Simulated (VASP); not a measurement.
# Zn2CdO3 (P6_3mc) in VASP: single point with PBE

Aim: the single point of Zn2CdO3 with PBE.

Program: VASP 6.6.1. These are calculated values, not measurements. Logs are shortened: lines on timing, memory, paths and dates and some standing lists are left out, and cuts for length are marked.

### Step 1. The cell of the first run

It takes space group P6_3mc (No. 186, hexagonal). Conventional cell: a = 3.376 Å, b = 3.376 Å, c = 16.672 Å, α = 90.00°, β = 90.00°, γ = 120.00°. Zn (site symmetry 3m) has 4 O at 1.97 to 2.04 Å within 2.6 Å. Within 2.6 Å of Zn (site symmetry 3m) lie 4 O at 1.99 to 2.04 Å. Cd (site symmetry 3m) has 4 O at 2.17 to 2.23 Å within 2.9 Å. O (site symmetry 3m) has 1 Zn at 1.97 Å and 3 Cd at 2.17 Å within 2.6 Å. Within 2.6 Å of O (site symmetry 3m) lie 4 Zn at 1.99 to 2.04 Å. O (site symmetry 3m) has 3 Zn at 2.04 Å and 1 Cd at 2.23 Å within 2.7 Å.

### Step 2. Single point, PBE

INCAR

```
  ALGO = Normal
  EDIFF = 1E-7
  ENCUT = 520
  GGA = PE
  ISIF = 2
  ISMEAR = 0
  LASPH = T
  LCHARG = F
  LREAL = F
  LWAVE = F
  NBANDS = 66
  NELM = 80
  PREC = Accurate
  SIGMA = 0.1
```

KPOINTS

```
k-points
0
Gamma
  6 6 1
```

POSCAR

```
Zn2CdO3
1.0
    3.3762224423      0.0000000029      0.0000000000
   -1.6881112236      2.9238944024      0.0000000000
    0.0000000000      0.0000000000     16.6715615695
Zn Cd O
4 2 6
Direct
    0.3333333333      0.6666666667     -0.0049421772
    0.3333333333      0.6666666667      0.3402145841
    0.6666666667      0.3333333333      0.4950578228
    0.6666666667      0.3333333333      0.8402145841
    0.3333333333      0.6666666667      0.6701907099
    0.6666666667      0.3333333333      0.1701907099
    0.3333333333      0.6666666667      0.1132152755
    0.3333333333      0.6666666667      0.4593467670
    0.3333333333      0.6666666667      0.8040748306
    0.6666666667      0.3333333333      0.3040748306
    0.6666666667      0.3333333333      0.6132152755
    0.6666666667      0.3333333333      0.9593467670
```

Potentials or basis: VASP PAW PBE potentials, release 64 (Zn, Cd, O).

Started as:

```console
$ cat potpaw_PBE.64/Zn/POTCAR potpaw_PBE.64/Cd/POTCAR potpaw_PBE.64/O/POTCAR > POTCAR
$ mpirun -np 1 vasp_std > vasp.out
```

OUTCAR:

```text
EDIFF = 1E-7
   ENCUT = 520
   GGA = PE
   ISIF = 2
   ISMEAR = 0
   LASPH = T
   LREAL = F
   NELM = 80
   PREC = Accurate

 ion  position               nearest neighbor table
   1  0.333  0.667  0.995-   7 1.97  12 2.04  12 2.04  12 2.04
   2  0.333  0.667  0.340-   8 1.99  10 2.04  10 2.04  10 2.04
   3  0.667  0.333  0.495-  11 1.97   8 2.04   8 2.04   8 2.04
   4  0.667  0.333  0.840-  12 1.99   9 2.04   9 2.04   9 2.04
   5  0.333  0.667  0.670-  11 2.17  11 2.17  11 2.17   9 2.23
   6  0.667  0.333  0.170-   7 2.17   7 2.17   7 2.17  10 2.23
   7  0.333  0.667  0.113-   1 1.97   6 2.17   6 2.17   6 2.17
   8  0.333  0.667  0.459-   2 1.99   3 2.04   3 2.04   3 2.04
   9  0.333  0.667  0.804-   4 2.04   4 2.04   4 2.04   5 2.23
  10  0.667  0.333  0.304-   2 2.04   2 2.04   2 2.04   6 2.23
  11  0.667  0.333  0.613-   3 1.97   5 2.17   5 2.17   5 2.17
  12  0.667  0.333  0.959-   4 1.99   1 2.04   1 2.04   1 2.04

  LATTYP: Found a hexagonal cell.
 ALAT       =     3.3762224423
 C/A-ratio  =     4.9379334017

  Lattice vectors:

 A1 = (   3.3762224423,   0.0000000029,   0.0000000000)
 A2 = (  -1.6881112236,   2.9238944024,   0.0000000000)
 A3 = (   0.0000000000,   0.0000000000,  16.6715615695)

Analysis of symmetry for initial positions (statically):
=====================================================================
 Subroutine PRICEL returns:
 Original cell was already a primitive cell.

 Routine SETGRP: Setting up the symmetry group for a
 hexagonal supercell.

 Subroutine GETGRP returns: Found 12 space group operations
 (whereof  6 operations were pure point group operations)
 out of a pool of 24 trial point group operations.

The static configuration has the point symmetry C_3v.
 The point group associated with its full space group is C_6v.

Analysis of symmetry for dynamics (positions and initial velocities):
=====================================================================
 Subroutine PRICEL returns:
 Original cell was already a primitive cell.

 Routine SETGRP: Setting up the symmetry group for a
 hexagonal supercell.

 Subroutine GETGRP returns: Found 12 space group operations
 (whereof  6 operations were pure point group operations)
 out of a pool of 24 trial point group operations.

The dynamic configuration has the point symmetry C_3v.
 The point group associated with its full space group is C_6v.

 Subroutine INISYM returns: Found 12 space group operations
 (whereof  6 operations are pure point group operations),
 and found     1 'primitive' translations

----------------------------------------------------------------------------------------

                                     Primitive cell

  volume of cell :     164.5770

  direct lattice vectors                    reciprocal lattice vectors
     3.376222442  0.000000003  0.000000000     0.296189015  0.171004808  0.000000000
    -1.688111224  2.923894402  0.000000000    -0.000000000  0.342009615  0.000000000
     0.000000000  0.000000000 16.671561569     0.000000000  0.000000000  0.059982384

  length of vectors
     3.376222442  3.376222442 16.671561569     0.342009615  0.342009615  0.059982384

  position of ions in fractional coordinates (direct lattice)
     0.333333333  0.666666667  0.995057823
     0.333333333  0.666666667  0.340214584
     0.666666667  0.333333333  0.495057823
     0.666666667  0.333333333  0.840214584
     0.333333333  0.666666667  0.670190710
     0.666666667  0.333333333  0.170190710
     0.333333333  0.666666667  0.113215276
     0.333333333  0.666666667  0.459346767
     0.333333333  0.666666667  0.804074831
     0.666666667  0.333333333  0.304074831
     0.666666667  0.333333333  0.613215275
     0.666666667  0.333333333  0.959346767

  ion indices of the primitive-cell ions
   primitive index   ion index
                 1           1
                 2           2
                 3           3
                 4           4
                 5           5
                 6           6
                 7           7
                 8           8
                 9           9
                10          10
                11          11
                12          12

----------------------------------------------------------------------------------------

 KPOINTS: k-points

Automatic generation of k-mesh.
 Grid dimensions read from file:
 generate k-points for:    6    6    1

 Generating k-lattice:

  Cartesian coordinates                     Fractional coordinates (reciprocal lattice)
     0.049364836  0.028500801  0.000000000     0.166666667 -0.000000000  0.000000000
    -0.000000000  0.057001603  0.000000000    -0.000000000  0.166666667  0.000000000
     0.000000000  0.000000000  0.059982384     0.000000000  0.000000000  1.000000000

  Length of vectors
     0.057001603  0.057001603  0.059982384

  Shift w.r.t. Gamma in fractional coordinates (k-lattice)
     0.000000000  0.000000000  0.000000000

 Subroutine IBZKPT returns following result:
 ===========================================

 Found      7 irreducible k-points:

 Following reciprocal coordinates:
            Coordinates               Weight
  0.000000  0.000000  0.000000      1.000000
  0.166667  0.000000  0.000000      6.000000
  0.333333 -0.000000  0.000000      6.000000
  0.500000 -0.000000  0.000000      3.000000
  0.166667  0.166667  0.000000      6.000000
  0.333333  0.166667  0.000000     12.000000
  0.333333  0.333333  0.000000      2.000000
   k-points           NKPTS =      7   k-points in BZ     NKDIM =      7   number of bands    NBANDS=     66
   number of dos      NEDOS =    301   number of ions     NIONS =     12
   total plane-waves  NPLWV =  98784
   dimension x,y,z NGX =    28 NGY =   28 NGZ =  126
   dimension x,y,z NGXF=    56 NGYF=   56 NGZF=  252
   ions per type =               4   2   6
   NGX,Y,Z   is equivalent  to a cutoff of  13.79, 13.79, 12.56 a.u.
   NGXF,Y,Z  is equivalent  to a cutoff of  27.57, 27.57, 25.13 a.u.
 SYSTEM =  unknown system
   PREC   = accura    normal or accurate (medium, high low for compatibility)
   ISTART =      0    job   : 0-new  1-cont  2-samecut
   ICHARG =      2    charge: 1-file 2-atom 10-const
   ISPIN  =      1    spin polarized calculation?
   LNONCOLLINEAR =      F non collinear calculations
   LSORBIT =      F    spin-orbit coupling
   LASPH  =      T    aspherical Exc in radial PAW
   ENCUT  =  520.0 eV  38.22 Ry    6.18 a.u.   6.28  6.28 31.00*2*pi/ulx,y,z
   NELM   =     80;   NELMIN=  2; NELMDL= -5     # of ELM steps
   EDIFF  = 0.1E-06   stopping-criterion for ELM
   LREAL  =      F    real-space projection
   EDIFFG = 0.1E-05   stopping-criterion for IOM
   NSW    =      0    number of steps for IOM
   IBRION =     -1    ionic relax: 0-MD 1-quasi-New 2-CG
   NFREE  =      0    steps in history (QN), initial steepest desc. (CG)
   ISIF   =      2    stress and relaxation
   ISYM   =      2    0-nonsym 1-usesym 2-fastsym
   POTIM  = 0.5000    time-step for ionic-motion
   TEBEG  =    0.0;   TEEND  =   0.0 temperature during run
   PSTRESS=    0.0 pullay stress
   NELECT =     108.0000    total number of electrons
   NUPDOWN=      -1.0000    fix difference up-down
   EMIN   =  10.00;   EMAX   =-10.00  energy-range for DOS
   EFERMI =   0.00;   METHOD = LEGACY
   ISMEAR =     0;   SIGMA  =   0.10  broadening in eV -4-tet -1-fermi 0-gaus
   EFERMI_NEDOS =   21; number of points for ismear=-14 and -15
   IALGO  =     38    algorithm
   IMIX   =      4    mixing-type and parameters
     AMIX     =   0.40;   BMIX     =  1.00
     AMIX_MAG =   1.60;   BMIX_MAG =  1.00
  volume/ion in A,a.u.               =      13.71        92.55
  Fermi-wavevector in a.u.,A,eV,Ry     =   1.422634  2.688388 27.536648  2.023887
  Thomas-Fermi vector in A             =   2.543317
   LORBIT       =      0    0 simple, 1 ext, 2 COOP (PROOUT), +10 PAW based schemes
   GGA     = PE    functional components
   LHFCALC =     F    Hartree Fock is set to
   AEXX    =    0.0000 exact exchange contribution
   IVDW    =     0    specifies the selected vdW correction
   LEPSILON=     F    determine dielectric tensor
   LRPA    =     F    only Hartree local field effects (RPA)
 non-spin polarized calculation
 Gauss-broadening in eV      SIGMA  =   0.10
  energy-cutoff  :      520.00
  volume of cell :      164.58
 maximum number of plane-waves:      4465
 NGX is ok and might be reduce to    28
   NGX = 13   NGY = 13   NGZ = 61

 number of electron     107.9999999 magnetization

 Free energy of the ion-electron system (eV)
  ---------------------------------------------------
  ext. energy  EPLUGINS =         0.00000000
  ---------------------------------------------------
  free energy    TOTEN  =       -50.63352955 eV

  energy without entropy =      -50.63080150  energy(sigma->0) =      -50.63216552

 E-fermi :   0.7971     XC(G=0): -10.4975

 val. band max:        0.7054557623   @ k =   0.0000   0.0000   0.0000
 cond. band min:       0.8528536561   @ k =   0.0000   0.0000   0.0000
 fundamental gap:      0.1473978939
 Fermi energy:         0.7970527480

 k-point     1 :       0.0000    0.0000    0.0000
  band No.  band energies     occupation
      1     -16.7976      2.00000
      2     -16.7553      2.00000
      3     -16.5143      2.00000
      4     -16.4250      2.00000
      5     -16.1986      2.00000
      6     -16.1521      2.00000
[... 58 lines left out ...]
     65      11.9960      0.00000
     66      12.8474      0.00000

 k-point     2 :       0.1667    0.0000    0.0000
  band No.  band energies     occupation
      1     -16.6873      2.00000
      2     -16.6510      2.00000
      3     -16.4311      2.00000
      4     -16.3568      2.00000
      5     -16.1482      2.00000
      6     -16.1110      2.00000
[... 403 lines left out ...]
     65       8.8275      0.00000
     66       8.8733      0.00000

------------------------ aborting loop because EDIFF is reached ----------------------------------------

  FORCE on cell =-STRESS in cart. coord.  units (eV):
  Direction    XX          YY          ZZ          XY          YZ          ZX
  --------------------------------------------------------------------------------------
  -------------------------------------------------------------------------------------
  Total        1.1629443      1.1629443      1.4046219      0.0000000      0.0000000      0.0000000
  in kB       11.3214090     11.3214090     13.6741705      0.0000000      0.0000000      0.0000000
  external PRESSURE =      12.1056628 kB  Pullay stress =       0.0000000 kB

 VOLUME and BASIS-vectors are now :
 -----------------------------------------------------------------------------
  energy-cutoff  :      520.00
  volume of cell :      164.58
      direct lattice vectors                 reciprocal lattice vectors
     3.376222442  0.000000003  0.000000000     0.296189015  0.171004808  0.000000000
    -1.688111224  2.923894402  0.000000000    -0.000000000  0.342009615  0.000000000
     0.000000000  0.000000000 16.671561569     0.000000000  0.000000000  0.059982384

 POSITION                                       TOTAL-FORCE (eV/Angst)
 -----------------------------------------------------------------------------------
     -0.00000      1.94926     16.58917        -0.000000     -0.000000     -0.001734
     -0.00000      1.94926      5.67191         0.000000      0.000000     -0.035238
      1.68811      0.97463      8.25339         0.000000      0.000000     -0.001734
      1.68811      0.97463     14.00769        -0.000000     -0.000000     -0.035238
     -0.00000      1.94926     11.17313         0.000000     -0.000000      0.080412
      1.68811      0.97463      2.83734         0.000000      0.000000      0.080412
     -0.00000      1.94926      1.88748         0.000000     -0.000000     -0.078010
     -0.00000      1.94926      7.65803         0.000000     -0.000000      0.018799
     -0.00000      1.94926     13.40518         0.000000      0.000000      0.015771
      1.68811      0.97463      5.06940         0.000000     -0.000000      0.015771
      1.68811      0.97463     10.22326         0.000000      0.000000     -0.078010
      1.68811      0.97463     15.99381        -0.000000      0.000000      0.018799
 -----------------------------------------------------------------------------------
    total drift:                                0.000001      0.000001      0.003304

  FREE ENERGIE OF THE ION-ELECTRON SYSTEM (eV)
  ---------------------------------------------------
  free  energy   TOTEN  =       -50.6335295465 eV

  energy  without entropy=      -50.6308014968  energy(sigma->0) =      -50.63216552
```

It took 4.2 min on 1 thread of AMD EPYC 7R13, shared host; peak memory 0.3 GiB.

Results:

| Quantity | Value |
| --- | --- |
| Free energy | -50.6335 eV |
| Pressure | 1.2 GPa |
| Largest force | 0.080 eV/Å |
| Band gap on the k mesh | 0.15 eV |

Forces on the atoms (eV/Å):
```
Zn   0.000  0.000 -0.002
Zn   0.000  0.000 -0.035
Zn   0.000  0.000 -0.002
Zn   0.000  0.000 -0.035
Cd   0.000  0.000  0.080
Cd   0.000  0.000  0.080
O    0.000  0.000 -0.078
O    0.000  0.000  0.019
O    0.000  0.000  0.016
O    0.000  0.000  0.016
O    0.000  0.000 -0.078
O    0.000  0.000  0.019
```

Caveat: semilocal functionals underestimate gaps, and a narrow one can read as zero.
